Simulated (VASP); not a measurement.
# Ca (Pm-3m) in VASP: notebook, part 2 of 2

VASP 6.6.1. The steps go on from the part before.

## 3. Single point, LDA (33.65 Å³/atom)

This run uses another cell than the first one, of 33.65 Å³/atom.

File INCAR:

```
SYSTEM = Ca
PREC = Accurate ; ENCUT = 520
EDIFF = 1E-6 ; ISMEAR = -1
SIGMA = 0.1 ; LREAL = .False.
LASPH = .True. ; NELM = 80
ALGO = Normal ; ISIF = 2
LWAVE = .False. ; LCHARG = .False.
NBANDS = 11
```

File KPOINTS:

```
regular mesh
0
Gamma
  11 11 11
  0 0 0
```

File POSCAR:

```
Ca
1.0
    3.2284599572      0.0000000000      0.0000000000
    0.0000000000      3.2284599572      0.0000000000
    0.0000000000      0.0000000000      3.2284599572
Ca
1
Direct
    0.0000000000      0.0000000000      0.0000000000
```

Potentials or basis: VASP PAW LDA potentials, release 64 (Ca_sv).

Command:

```
$ cat potpaw_LDA.64/Ca_sv/POTCAR > POTCAR
$ mpirun -np 1 vasp_std > vasp.out
```

It took 14 s on 1 thread of Intel Xeon 8259CL, shared host; peak memory 0.14 GiB.

It converged, with:

```
Free energy            : -1.8127 eV
Pressure               : 1.9 GPa
Band gap on the k mesh : zero (bands 5 and 6 overlap by 0.44 eV)
```

Levels at points of the mesh, in eV from the Fermi level:
```
           k point  band 3  band 4  band 5  band 6  band 7  band 8
(0.00, 0.00, 0.00)  -22.36  -22.36   -4.16    0.65    0.65    4.92
```

## 4. Single point, LDA (35.18 Å³/atom)

This run uses another cell than the first one, of 35.18 Å³/atom.

File INCAR:

```
PREC = Accurate
ENCUT = 520
EDIFF = 1E-6
ISMEAR = -1
SIGMA = 0.1
LREAL = F
LASPH = T
NELM = 60
ALGO = Normal
ISIF = 2
LWAVE = F
LCHARG = F
GGA = CA
NBANDS = 11
```

File KPOINTS:

```
Automatic mesh
0
Gamma
  11 11 11
```

File POSCAR:

```
Ca
1.0
    3.2766530318      0.0000000000      0.0000000000
    0.0000000000      3.2766530318      0.0000000000
    0.0000000000      0.0000000000      3.2766530318
Ca
1
Direct
    0.0000000000      0.0000000000      0.0000000000
```

Command:

```
$ cat potpaw_LDA.64/Ca_sv/POTCAR > POTCAR
$ mpirun -np 1 vasp_std > vasp.out
```

Wall time 12 s (1 thread of Intel Xeon 8259CL, shared host); peak memory 0.14 GiB.

It converged, with:

* Free energy: -1.8279 eV
* Pressure: 1.2 GPa
* Band gap on the k mesh: zero (bands 5 and 6 overlap by 0.52 eV)

Levels at points of the mesh, in eV from the Fermi level:
| k point | band 3 | band 4 | band 5 | band 6 | band 7 | band 8 |
| --- | --- | --- | --- | --- | --- | --- |
| (0.00, 0.00, 0.00) | -22.45 | -22.45 | -4.10 | 0.67 | 0.67 | 4.75 |

## 5. Single point, LDA (36.71 Å³/atom)

This run uses another cell than the first one, of 36.71 Å³/atom.

File INCAR:

```
PREC = Accurate ; ENCUT = 520
EDIFF = 1E-6 ; ISMEAR = -1
SIGMA = 0.1 ; LREAL = F
LASPH = T ; NELM = 100
ALGO = Normal ; ISIF = 2
LWAVE = F ; LCHARG = T
LELF = T ; LVHAR = T
NBANDS = 11
```

KPOINTS is that of step 4.

File POSCAR:

```
Ca
1.0
    3.3234686859      0.0000000000      0.0000000000
    0.0000000000      3.3234686859      0.0000000000
    0.0000000000      0.0000000000      3.3234686859
Ca
1
Direct
    0.0000000000      0.0000000000      0.0000000000
```

Command:

```
$ cat potpaw_LDA.64/Ca_sv/POTCAR > POTCAR
$ mpirun -np 1 vasp_std > vasp.out
```

Wall time 30 s (1 thread of Intel Xeon 8259CL, shared host); peak memory 0.15 GiB.

Results (log left out):

```yaml
Free_energy: -1.8364 eV
Pressure: 0.5 GPa
Band_gap_on_the_k_mesh: zero (bands 5 and 6 overlap by 0.60 eV)
```

Levels at points of the mesh, in eV from the Fermi level:
```
           k point  band 2  band 3  band 4  band 5  band 6  band 7  band 8  band 9
(0.00, 0.00, 0.00)  -22.54  -22.54  -22.54   -4.04    0.69    0.69    4.59    4.59
```

## 6. Single point, LDA (38.24 Å³/atom)

File INCAR:

```
SYSTEM = Ca
ALGO = Normal
EDIFF = 1E-6
ENCUT = 520
GGA = CA
ISIF = 2
ISMEAR = -1
LASPH = .TRUE.
LCHARG = .TRUE.
LELF = .TRUE.
LREAL = .FALSE.
LVHAR = .TRUE.
LWAVE = .FALSE.
NBANDS = 11
NELM = 80
PREC = Accurate
SIGMA = 0.1
```

File KPOINTS:

```
k-points
0
G
  11 11 11
  0 0 0
```

File POSCAR:

```
Ca
1.0
    3.3690013122      0.0000000000      0.0000000000
    0.0000000000      3.3690013122      0.0000000000
    0.0000000000      0.0000000000      3.3690013122
Ca
1
Direct
    0.0000000000      0.0000000000      0.0000000000
```

Potentials or basis: VASP PAW LDA potentials, release 64 (Ca_sv).

Command:

```
$ cat potpaw_LDA.64/Ca_sv/POTCAR > POTCAR
$ mpirun -np 1 vasp_std > vasp.out
```

OUTCAR:

```text
SYSTEM = Ca
   EDIFF = 1E-6
   ENCUT = 520
   GGA = CA
   ISIF = 2
   ISMEAR = -1
   LASPH = .TRUE.
   LREAL = .FALSE.
   NELM = 80
   PREC = Accurate

 ion  position               nearest neighbor table
   1  0.000  0.000  0.000-

  LATTYP: Found a simple cubic cell.
 ALAT       =     3.3690013122

  Lattice vectors:

 A1 = (   3.3690013122,   0.0000000000,   0.0000000000)
 A2 = (   0.0000000000,   3.3690013122,   0.0000000000)
 A3 = (   0.0000000000,   0.0000000000,   3.3690013122)

[... 512 lines left out ...]
     10       6.2960      0.00000
     11       8.7364      0.00000

 [... further k-points ...]

------------------------ aborting loop because EDIFF is reached ----------------------------------------

  FORCE on cell =-STRESS in cart. coord.  units (eV):
  Direction    XX          YY          ZZ          XY          YZ          ZX
  --------------------------------------------------------------------------------------
  -------------------------------------------------------------------------------------
  Total       -0.0012736     -0.0012736     -0.0012736      0.0000000     -0.0000000      0.0000000
  in kB       -0.0533620     -0.0533620     -0.0533620      0.0000000     -0.0000000      0.0000000
  external PRESSURE =      -0.0533620 kB  Pullay stress =       0.0000000 kB

 VOLUME and BASIS-vectors are now :
 -----------------------------------------------------------------------------
  energy-cutoff  :      520.00
  volume of cell :       38.24
      direct lattice vectors                 reciprocal lattice vectors
     3.369001312  0.000000000  0.000000000     0.296823868  0.000000000  0.000000000
     0.000000000  3.369001312  0.000000000     0.000000000  0.296823868  0.000000000
     0.000000000  0.000000000  3.369001312     0.000000000  0.000000000  0.296823868

 POSITION                                       TOTAL-FORCE (eV/Angst)
 -----------------------------------------------------------------------------------
      0.00000      0.00000      0.00000         0.000000      0.000000      0.000000
 -----------------------------------------------------------------------------------
    total drift:                               -0.000000     -0.000000     -0.000000

  FREE ENERGIE OF THE ION-ELECTRON SYSTEM (eV)
  ---------------------------------------------------
  free  energy   TOTEN  =        -1.8393404859 eV

  energy  without entropy=       -1.8058144671  energy(sigma->0) =       -1.82257748
```

OSZICAR:

```text
N       E                     dE             d eps       ncg     rms          rms(c)
DAV:   1     0.681545149175E+02    0.68155E+02   -0.51208E+03  1232   0.837E+02
DAV:   2    -0.302451380527E+00   -0.68457E+02   -0.67826E+02  1385   0.213E+02
DAV:   3    -0.179124972616E+01   -0.14888E+01   -0.14687E+01  1684   0.308E+01
DAV:   4    -0.186172530190E+01   -0.70476E-01   -0.70097E-01  1560   0.534E+00
DAV:   5    -0.186445450709E+01   -0.27292E-02   -0.27291E-02  1687   0.816E-01    0.239E+00
DAV:   6    -0.184659933883E+01    0.17855E-01   -0.14580E-02  1434   0.131E+00    0.144E+00
DAV:   7    -0.183979527379E+01    0.68041E-02   -0.18953E-02  1554   0.160E+00    0.116E-01
DAV:   8    -0.183933642250E+01    0.45885E-03   -0.21674E-03  1370   0.410E-01    0.322E-02
DAV:   9    -0.183933994475E+01   -0.35223E-05   -0.10221E-04  1674   0.887E-02    0.804E-03
DAV:  10    -0.183934048592E+01   -0.54117E-06   -0.51858E-06  1491   0.152E-02
   1 F= -.18393405E+01 E0= -.18225775E+01  d E =-.335260E-01
```

stdout:

```text
POSCAR found type information on POSCAR Ca
 POSCAR found :  1 types and       1 ions
 scaLAPACK will be used
 LDA part: xc-table for (Slater(with rela. corr.)+CA(PZ))
 , standard interpolation
 POSCAR, INCAR and KPOINTS ok, starting setup
 FFT: planning ... GRIDC
 FFT: planning ... GRID_SOFT
 FFT: planning ... GRID
 WAVECAR not read
 entering main loop
```

It took 30 s on 1 thread of Intel Xeon 8259CL, shared host; peak memory 0.15 GiB.

Results:

```yaml
Free_energy: -1.8393 eV
Pressure: 0.0 GPa
Band_gap_on_the_k_mesh: zero (bands 5 and 6 overlap by 0.66 eV)
```

## 7. Summary

| cell | k mesh | gap on the mesh (eV) | pressure (GPa) |
| --- | --- | --- | --- |
| a = 3.369 Å, 1 atom | 9 × 9 × 9 | none | 0.0 |
| a = 3.228 Å, 1 atom | 11 × 11 × 11 | none | 1.9 |
| a = 3.277 Å, 1 atom | 11 × 11 × 11 | none | 1.2 |
| a = 3.323 Å, 1 atom | 11 × 11 × 11 | none | 0.5 |
| a = 3.369 Å, 1 atom | 11 × 11 × 11 | none | 0.0 |

Alike in all rows: task single point; level LDA; potentials or basis VASP PAW LDA potentials, release 64 (Ca_sv); no spin polarisation; cutoff (eV) 520; smearing fermi-dirac 0.1 eV.

Absolute energies hang on the potentials; compare differences alone.
